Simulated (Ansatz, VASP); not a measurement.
# Two plane-wave programs on GaBiTe2Se

File INCAR:

```
SYSTEM = GaBiTe2Se
PREC = Accurate
ENCUT = 600
EDIFF = 1E-7
ISMEAR = 0
SIGMA = 0.1
LREAL = .FALSE.
LASPH = .TRUE.
NELM = 60
ALGO = Normal
ISIF = 3
LWAVE = .FALSE.
LCHARG = .FALSE.
GGA = PE
IBRION = 2
NSW = 90
EDIFFG = -0.04
```

File KPOINTS:

```
regular mesh
0
G
  6 6 4
  0 0 0
```

The input POSCAR:

```
GaBiTe2Se
1.0
    5.2672331109      0.0000000000      0.0000000000
   -2.6336165554      4.5615576817      0.0000000000
    0.0000000000      0.0000000000      6.5615877544
Ga Bi Te Se
1 1 2 1
Direct
    0.3333333333      0.6666666667      0.5000000000
    0.6666666667      0.3333333333      0.0000000000
    0.6666666667      0.3333333333      0.5000000000
    0.3333333333      0.6666666667      0.0000000000
    0.0000000000      0.0000000000      0.5000000000
```

Input for Ansatz:

```yaml
crystal:
  lattice:
    - [5.2672331109, 0.0, 0.0]
    - [-2.6336165554, 4.5615576817, 0.0]
    - [0.0, 0.0, 6.5615877544]
  atoms:
    - { symbol: Ga, position: [0.3333333333, 0.6666666667, 0.5] }
    - { symbol: Bi, position: [0.6666666667, 0.3333333333, 0.0] }
    - { symbol: Te, position: [0.6666666667, 0.3333333333, 0.5] }
    - { symbol: Te, position: [0.3333333333, 0.6666666667, 0.0] }
    - { symbol: Se, position: [0.0, 0.0, 0.5] }
basis:
  ecutwfc: 420
kpoints:
  mp_grid: { grid: [6, 6, 4] }
hamiltonian:
  xc: pbe
scf:
  occupations: { method: gaussian, width: 0.1 }
  lower_state_search: "off"
output:
  forces: true
  stress: true
  eigenvalues: true
relax:
  adjacent_minimum: "off"
  f_tol: 0.04
  max_steps: 70
  cell: { stress_tol: 0.4 }
```

Alike in both runs: task relaxation of cell and atoms; functional PBE; k mesh 6 × 6 × 4; occupations gaussian, width 0.1 eV; no spin polarisation.

|  | VASP | Ansatz |
| --- | --- | --- |
| version | VASP 6.6.1 | Ansatz 0.2.0 |
| potentials or method | VASP PAW PBE potentials, release 64 (Ga_d, Bi_d, Te, Se), cutoff 600 eV | scalar-relativistic, plane waves, PAW |
| valence electrons in the cell | 46 | 76 |

Ansatz gave:

| Property | Result |
| --- | --- |
| gap on the k mesh at the Fermi level, each at its own relaxed structure (eV) | none |
| relaxed volume (Å³/atom) | 31.01 |
| relaxed cell length with the largest relative difference (Å) | 6.296 |

**Question.** Estimate VASP's values.

**Answer.** gap on the k mesh at the Fermi level, each at its own relaxed structure (eV): none; relaxed volume (Å³/atom): 31.05; relaxed cell length with the largest relative difference (Å): 6.302.

A gap of «none» marks a metal or a gap that the smearing closes. VASP's potentials hold 46 valence electrons a cell and Ansatz's 76, so a difference there can come from the potentials and not from the codes.

Spin-orbit coupling is off throughout.
